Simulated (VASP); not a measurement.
Wanted: the native input for a VASP 6.6.1 run.

```yaml
Task: single point
Functional: PBE
Potentials_or_basis: VASP PAW PBE potentials, release 64 (Zr_sv)
Cutoff: 520 eV
k_mesh: 6 × 6 × 4
Occupations: gaussian, width 0.1 eV
Spin: no spin polarisation
Dipole_correction: no
Further_INCAR_settings: ALGO = Normal; EDIFF = 1e-07; NBANDS = 19
```

The structure of Zr lies in POSCAR:

```
Zr
1.0
    3.2392314131      0.0000000000      0.0000000000
   -1.6196157065      2.8052566925      0.0000000000
    0.0000000000      0.0000000000      5.1722200000
Zr
2
Direct
    0.3333333300      0.6666666700      0.2500000000
    0.6666666700      0.3333333300      0.7500000000
```

The input as run:

INCAR

```
  PREC = Accurate
  ENCUT = 520
  EDIFF = 1E-7
  ISMEAR = 0
  SIGMA = 0.1
  LREAL = False
  LASPH = True
  NELM = 80
  ALGO = Normal
  ISIF = 2
  LWAVE = False
  LCHARG = False
  GGA = PE
  NBANDS = 19
```

KPOINTS

```
regular mesh
0
Gamma
  6 6 4
```

Potentials or basis: VASP PAW PBE potentials, release 64 (Zr_sv).

Launch:

```bash
$ cat potpaw_PBE.64/Zr_sv/POTCAR > POTCAR
$ mpirun -np 1 vasp_std > vasp.out
```

It gave:

The pressure is -0.6 GPa and the band gap on the k mesh is zero (band 12 reaches 9.76 eV, above the bottom of band 13 at 8.85 eV).

Caveat: the k points lie up to 0.37 Å⁻¹ apart.

Run time: 6.9 s on 1 thread of Intel(R) Xeon(R) 6975P-C (Granite Rapids) (shared host), peak memory 0.15 GiB.
